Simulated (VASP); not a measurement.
Wanted: the native input for a VASP 6.6.1 run.

* Task: electric field gradients
* Functional: PBE
* Potentials or basis: VASP PAW PBE potentials, release 64 (Si, C)
* Cutoff: 520 eV
* k mesh: 16 × 16 × 16
* Occupations: fermi-dirac, width 0.08 eV
* Spin: no spin polarisation
* Dipole correction: no
* Further INCAR settings: ALGO = Normal; EDIFF = 1e-08; NBANDS = 11

The structure of SiC (zincblende type) lies in POSCAR:

```
SiC
1.0
    0.0000000000      2.2328221474      2.2328221474
    2.2328221474      0.0000000000      2.2328221474
    2.2328221474      2.2328221474      0.0000000000
Si C
1 1
Direct
    0.0000000000      0.0000000000      0.0000000000
    0.2500000000      0.2500000000      0.2500000000
```

These files were run (other wordings do the same):

INCAR

```
SYSTEM = SiC
PREC = Accurate
ENCUT = 520
EDIFF = 1E-8
ISMEAR = -1
SIGMA = 0.08
LREAL = .False.
LASPH = .True.
NELM = 60
ALGO = Normal
ISIF = 2
LWAVE = .False.
LCHARG = .False.
GGA = PE
LEFG = .True.
NBANDS = 11
```

KPOINTS

```
regular mesh
0
Gamma
  16 16 16
  0 0 0
```

Potentials or basis: VASP PAW PBE potentials, release 64 (Si, C).

The run is started by

```sh
$ cat potpaw_PBE.64/Si/POTCAR potpaw_PBE.64/C/POTCAR > POTCAR
$ mpirun -np 1 vasp_std > vasp.out
```

Results of the run:

```json
{"Pressure": "-11.1 GPa", "Band gap on the k mesh": "1.42 eV (least direct gap 4.46 eV)", "Largest electric field gradient by atom": "zero within the noise of the run"}
```

Caveat: the cell stands under tension.

Run time: 12 s on 1 thread of Intel(R) Xeon(R) 6975P-C (Granite Rapids), with other jobs on the host, peak memory 0.15 GiB.
